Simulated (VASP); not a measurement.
# SiO2 in VASP: further runs, part 2 of 2

VASP 6.6.1.

### 3 Single point, PBE

This run uses another cell than the first one: it holds 12 atoms, not 6.

Input file INCAR:

```
PREC = Accurate ; ENCUT = 520
EDIFF = 1E-7 ; ISMEAR = 0
SIGMA = 0.1 ; LREAL = F
LASPH = T ; NELM = 60
ALGO = Normal ; ISIF = 2
LWAVE = F ; LCHARG = F
GGA = PE ; NBANDS = 44
```

Input file KPOINTS:

```
regular mesh
0
Gamma
  4 4 4
```

Input file POSCAR:

```
SiO2
1.0
    1.7632516296     -1.7611861813     -4.2620259424
    1.7626056845     -1.7655382766      4.2636055786
   -3.5258504328     -3.5267147678      0.0021236493
Si O
4 8
Direct
    1.0000315616      0.0001025518      1.0001038542
    0.5001915762      0.5001565364      0.5001134290
    0.4998021835     -0.0001868047      0.7499069074
   -0.0000050015      0.4999035468      0.2498786968
    0.2074954714      0.7921500033     -0.0001531279
    0.7077248992      0.2923209625      0.5000902668
    0.2921974593      0.2076546377      0.7498924048
    0.7925318187      0.7078366722      0.2501822555
    0.7076325470      0.7922990993      0.7502208170
    0.2079324937      0.2925440257      0.2498659922
    0.2924057799      0.7076724383      0.4998149438
    0.7920592109      0.2075463305      1.0000835605
```

Potentials or basis: VASP PAW PBE potentials, release 64 (Si, O).

The run is started by

```bash
$ cat potpaw_PBE.64/Si/POTCAR potpaw_PBE.64/O/POTCAR > POTCAR
$ mpirun -np 1 vasp_std > vasp.out
```

OUTCAR:

```text
PREC = Accurate
   ENCUT = 520
   EDIFF = 1E-7
   ISMEAR = 0
   LREAL = F
   LASPH = T
   NELM = 60
   ISIF = 2
   GGA = PE

 ion  position               nearest neighbor table
   1  0.000  0.000  0.000-  12 1.77   5 1.77   8 1.80   9 1.80   7 1.80  10 1.80   3 2.77   4 2.77
                             3 2.77   4 2.77
   2  0.500  0.500  0.500-  11 1.77   6 1.77   8 1.80   7 1.80   9 1.80  10 1.80   4 2.77   3 2.77
                             4 2.77   3 2.77
   3  0.500  1.000  0.750-   9 1.77   7 1.77   5 1.80   6 1.80  11 1.80  12 1.80   1 2.77   2 2.77
                             1 2.77   2 2.77
   4  1.000  0.500  0.250-  10 1.77   8 1.77   5 1.80  11 1.80  12 1.80   6 1.80   2 2.77   1 2.77
                             1 2.77   2 2.77
   5  0.207  0.792  1.000-   1 1.77   4 1.80   3 1.80
   6  0.708  0.292  0.500-   2 1.77   3 1.80   4 1.80
   7  0.292  0.208  0.750-   3 1.77   2 1.80   1 1.80
   8  0.793  0.708  0.250-   4 1.77   2 1.80   1 1.80
   9  0.708  0.792  0.750-   3 1.77   1 1.80   2 1.80
  10  0.208  0.293  0.250-   4 1.77   1 1.80   2 1.80
  11  0.292  0.708  0.500-   2 1.77   4 1.80   3 1.80
  12  0.792  0.208  0.000-   1 1.77   4 1.80   3 1.80

  LATTYP: Found a triclinic cell.
 ALAT       =     4.9398620158
 B/A-ratio  =     1.0095279317
 C/A-ratio  =     1.0095256005
 COS(alpha) =     0.0002456451
 COS(beta)  =     0.0008492214
 COS(gamma) =     0.5053026062

  Lattice vectors:

 A1 = (  -1.7626056845,   1.7655382766,  -4.2636055786)
 A2 = (  -3.5258573141,   3.5267244579,  -0.0015796362)
 A3 = (   3.5258504328,   3.5267147678,  -0.0021236493)

Analysis of symmetry for initial positions (statically):
=====================================================================
 Subroutine PRICEL returns:
 Original cell was already a primitive cell.

 Routine SETGRP: Setting up the symmetry group for a
 triclinic supercell.

 Subroutine GETGRP returns: Found  1 space group operations
 (whereof  1 operations were pure point group operations)
 out of a pool of  2 trial point group operations.

[... 160 lines left out ...]
   LHFCALC =     F    Hartree Fock is set to
   AEXX    =    0.0000 exact exchange contribution
   IVDW    =     0    specifies the selected vdW correction
   LEPSILON=     F    determine dielectric tensor
   LRPA    =     F    only Hartree local field effects (RPA)
 non-spin polarized calculation
 Gauss-broadening in eV      SIGMA  =   0.10
  energy-cutoff  :      520.00
  volume of cell :      106.01
 maximum number of plane-waves:      2877
 NGX is ok and might be reduce to    40

 number of electron      63.9999990 magnetization

 Free energy of the ion-electron system (eV)
  ---------------------------------------------------
  ext. energy  EPLUGINS =         0.00000000
  ---------------------------------------------------
  free energy    TOTEN  =       -92.07660819 eV

  energy without entropy =      -92.07660819  energy(sigma->0) =      -92.07660819

 E-fermi :   6.1006     XC(G=0): -11.3708

 val. band max:        5.6535980646   @ k =   0.0000   0.0000   0.2500
 cond. band min:      11.4593666016   @ k =   0.0000   0.0000   0.0000
 fundamental gap:      5.8057685371
 Fermi energy:         6.1006036613

 k-point     1 :       0.0000    0.0000    0.0000
  band No.  band energies     occupation
      1     -15.6266      2.00000
      2     -12.9555      2.00000
      3     -12.9544      2.00000
      4     -12.7741      2.00000
      5     -12.6828      2.00000
      6     -12.6793      2.00000
[... 1117 lines left out ...]
     43      18.1841      0.00000
     44      18.2057      0.00000

 [... further k-points ...]
[... 5 lines left out ...]
  --------------------------------------------------------------------------------------
  -------------------------------------------------------------------------------------
  Total        0.0061901     -0.0462499      0.3206901      0.0014884      0.1083594      0.0154929
  in kB        0.0935503     -0.6989714      4.8465703      0.0224936      1.6376292      0.2341426
  external PRESSURE =       1.4137164 kB  Pullay stress =       0.0000000 kB

 VOLUME and BASIS-vectors are now :
 -----------------------------------------------------------------------------
  energy-cutoff  :      520.00
  volume of cell :      106.01
      direct lattice vectors                 reciprocal lattice vectors
     1.763251630 -1.761186181 -4.262025942     0.141800372 -0.141836286 -0.117355024
     1.762605684 -1.765538277  4.263605579     0.141818470 -0.141713120  0.117231768
    -3.525850433 -3.526714768  0.002123649    -0.141809822 -0.141774991 -0.000083116

 POSITION                                       TOTAL-FORCE (eV/Angst)
 -----------------------------------------------------------------------------------
     -0.00013     -0.00060      0.00030         0.001839     -0.000635      0.002334
      0.00022     -3.52773      0.00170         0.000176      0.002680     -0.001094
     -0.00051     -5.29016      2.13423         0.001854     -0.003644      0.002076
      1.76334     -3.52503     -2.13008        -0.004866      0.000927      0.003350
     -1.76320     -5.29018      2.49519         0.004090     -0.000713     -0.020629
     -0.00010     -3.52621     -1.76894         0.002372      0.000975     -0.024346
     -1.76278     -3.52589     -0.35840        -0.001807     -0.001334      0.018667
      1.76296     -3.52783     -0.35932        -0.000048     -0.000857      0.023980
     -0.00092     -5.29092      0.36370         0.001616      0.001422     -0.022402
      0.00129     -1.76391      0.36161        -0.004379      0.001026     -0.025114
      0.00066     -3.52711      1.77206        -0.002489     -0.000828      0.026637
      1.76213     -1.76169     -2.49088         0.001642      0.000981      0.016540
 -----------------------------------------------------------------------------------
    total drift:                                0.000001      0.000000      0.000039

  FREE ENERGIE OF THE ION-ELECTRON SYSTEM (eV)
  ---------------------------------------------------
  free  energy   TOTEN  =       -92.0766081917 eV

  energy  without entropy=      -92.0766081917  energy(sigma->0) =      -92.07660819
```

OSZICAR:

```text
N       E                     dE             d eps       ncg     rms          rms(c)
DAV:   1     0.340868714492E+03    0.34087E+03   -0.35154E+04  3168   0.140E+03
DAV:   2    -0.825474565945E+02   -0.42342E+03   -0.40975E+03  3948   0.317E+02
DAV:   3    -0.101383398069E+03   -0.18836E+02   -0.18743E+02  4024   0.680E+01
DAV:   4    -0.101573022889E+03   -0.18962E+00   -0.18936E+00  3984   0.771E+00
DAV:   5    -0.101575437763E+03   -0.24149E-02   -0.24135E-02  3944   0.838E-01    0.242E+01
DAV:   6    -0.919883602254E+02    0.95871E+01   -0.34089E+01  3780   0.281E+01    0.110E+01
DAV:   7    -0.920421085170E+02   -0.53748E-01   -0.12349E+00  3844   0.505E+00    0.405E+00
DAV:   8    -0.920615775921E+02   -0.19469E-01   -0.44543E-02  3864   0.143E+00    0.162E+00
DAV:   9    -0.920758045769E+02   -0.14227E-01   -0.21896E-02  3808   0.996E-01    0.356E-01
DAV:  10    -0.920766075928E+02   -0.80302E-03   -0.18975E-03  3992   0.236E-01    0.785E-02
DAV:  11    -0.920765992754E+02    0.83174E-05   -0.29828E-04  3868   0.935E-02    0.104E-02
DAV:  12    -0.920766085296E+02   -0.92542E-05   -0.34835E-05  3912   0.296E-02    0.125E-02
DAV:  13    -0.920766080987E+02    0.43086E-06   -0.14420E-05  3916   0.192E-02    0.584E-03
DAV:  14    -0.920766082133E+02   -0.11452E-06   -0.52746E-07  3864   0.400E-03    0.116E-03
DAV:  15    -0.920766081917E+02    0.21555E-07   -0.27608E-08  2620   0.106E-03
   1 F= -.92076608E+02 E0= -.92076608E+02  d E =-.880626E-11
```

Run time: 90 s. Hardware: 1 thread of Intel Xeon 6975P-C (Granite Rapids), shared host; peak memory 0.29 GiB.

What came out:

```yaml
Free_energy: -92.0766 eV
Pressure: 0.1 GPa
Largest_force: 0.027 eV/Å
Band_gap_on_the_k_mesh: 5.81 eV
```

Forces in eV/Å, atoms in the order of the input:
```
Si   0.002 -0.001  0.002
Si   0.000  0.003 -0.001
Si   0.002 -0.004  0.002
Si  -0.005  0.001  0.003
O    0.004 -0.001 -0.021
O    0.002  0.001 -0.024
O   -0.002 -0.001  0.019
O    0.000 -0.001  0.024
O    0.002  0.001 -0.022
O   -0.004  0.001 -0.025
O   -0.002 -0.001  0.027
O    0.002  0.001  0.017
```

### 4 Relaxation of cell and atoms, PBE

This run uses another cell than the first one, of 8.49 Å³/atom, 0.961 times its volume.

Input file INCAR:

```
PREC     = Accurate       # precision mode
ENCUT    = 600            # plane-wave cutoff, eV
EDIFF    = 1E-6           # SCF threshold, eV
ISMEAR   = 0              # smearing method
SIGMA    = 0.1            # smearing width, eV
LREAL    = F              # projectors in reciprocal space
LASPH    = T              # aspherical terms in the spheres
NELM     = 80             # most SCF steps
ALGO     = Normal         # electronic algorithm
ISIF     = 3              # what is computed and relaxed
LWAVE    = F              # write WAVECAR
LCHARG   = F              # write CHGCAR
GGA      = PE             # functional
IBRION   = 2              # ionic algorithm
NSW      = 90             # ionic steps
EDIFFG   = -0.04          # ionic threshold
```

Input file KPOINTS:

```
regular mesh
0
Gamma
  8 8 8
```

Input file POSCAR:

```
SiO2
1.0
   -1.6561680300      1.6561680300      4.6417888100
    1.6561680300     -1.6561680300      4.6417888100
    1.6561680300      1.6561680300     -4.6417888100
Si O
2 4
Direct
    0.0000000000      0.0000000000      0.0000000000
    0.7500000000      0.2500000000      0.5000000000
    0.8026239900      0.8026239900      0.0000000000
    0.9473760100      0.4473760100      0.5000000000
    0.5526239900      0.0526239900      0.5000000000
    0.1973760100      0.1973760100      0.0000000000
```

The run is started by

```bash
$ cat potpaw_PBE.64/Si/POTCAR potpaw_PBE.64/O/POTCAR > POTCAR
$ mpirun -np 1 vasp_std > vasp.out
```

It took 6.6 min on 1 thread of Intel Xeon 6975P-C (Granite Rapids), shared host; peak memory 0.3 GiB.

Results (log left out):

| Item | Value |
| --- | --- |
| Free energy | -46.0465 eV |
| Relaxed volume | 8.83 Å³/atom |
| Relaxed cell | a = 4.937 Å, b = 4.937 Å, c = 4.937 Å, α = 138.16°, β = 138.16°, γ = 60.66° |
| Space group after relaxing (to 0.05 Å) | I4_1/amd (No. 141) |
| Energy gained by relaxing | 122.1 meV/atom |
| Ionic steps | 10 |
| Pressure after relaxing | 0.1 GPa |
| Largest force after relaxing | 0.012 eV/Å |
| Band gap on the k mesh | 5.81 eV, indirect (least direct gap 6.44 eV) |

Forces on the atoms (eV/Å):
```
Si   0.000  0.000  0.000
Si   0.000  0.000  0.000
O    0.000  0.000 -0.012
O    0.000  0.000  0.012
O    0.000  0.000 -0.012
O    0.000  0.000  0.012
```

Stress tensor (GPa, compression positive):
```
-0.08  0.00  0.00
 0.00 -0.08  0.00
 0.00  0.00  0.32
```

The path:
```csv
step,energy change (eV),largest force (eV/Å),pressure (GPa),volume (Å³)
1,0.0000,1.1398,19.52,50.93
2,-0.1829,0.5083,-20.96,58.86
3,-0.4071,0.1627,-6.52,55.26
4,-0.6526,0.3385,-3.06,54.24
5,-0.6980,0.5623,-0.09,53.65
6,-0.6985,0.6036,0.45,53.57
7,-0.7279,0.1318,-2.62,53.46
8,-0.7295,0.0017,-2.09,53.48
9,-0.7307,0.0217,1.76,52.58
10,-0.7327,0.0118,0.05,52.98
```

Final structure:
```xyz
6
Lattice="-1.7629 1.7629 4.2612 1.7629 -1.7629 4.2612 1.7629 1.7629 -4.2612" Properties=species:S:1:pos:R:3 pbc="T T T"
Si    0.0000    0.0000    0.0000
Si    0.0000    1.7629    2.1306
O     1.7629    1.7629    2.4904
O     0.0000    1.7629    3.9014
O     0.0000    1.7629    0.3598
O     0.0000    0.0000    1.7708
```

Levels at points of the mesh, in eV from the valence-band top:
```tsv
k point	band 12	band 13	band 14	band 15	band 16	band 17	band 18	band 19	band 20
(0.00, 0.00, 0.00)	-1.46	-0.83	-0.83	-0.63	-0.63	5.81	8.35	11.11	11.86
(0.50, 0.00, 0.00)	-2.26	-1.84	-1.79	-1.22	-1.19	8.67	8.70	11.00	11.17
(0.50, 0.50, 0.00)	-2.21	-2.00	-2.00	-0.08	-0.08	9.66	9.66	10.77	10.77
(0.50, 0.50, 0.50)	-3.86	-2.05	-2.05	-0.42	-0.42	7.18	7.18	10.13	10.13
```

A k mesh can miss the band edges. As with any semilocal functional, this PBE gap is likely too small.

### 5 Summary

```csv
task,cell,k mesh,cutoff (eV),smearing,gap on the mesh (eV),pressure (GPa),largest force (eV/Å)
single point,"a = 4.936 Å, angles 138.1, 138.1, 60.7°, 6 atoms",10 × 10 × 10,520,gaussian 0.02 eV,5.78,0.1,0.01
single point,"a = 4.937, b = 4.940, c = 4.987 Å, angles 90.0, 90.0, 119.4°, 12 atoms",4 × 4 × 4,520,gaussian 0.1 eV,5.81,0.1,0.03
relaxation of cell and atoms,"relaxed from a = 5.199 Å, angles 142.9, 142.9, 53.5°, 6 atoms",8 × 8 × 8,600,gaussian 0.1 eV,5.81,0.1,0.01
```

Alike in all rows: level PBE; potentials or basis VASP PAW PBE potentials, release 64 (Si, O); no spin polarisation.

Total energies depend on the potentials used, so only differences within one code and one set of settings carry meaning.
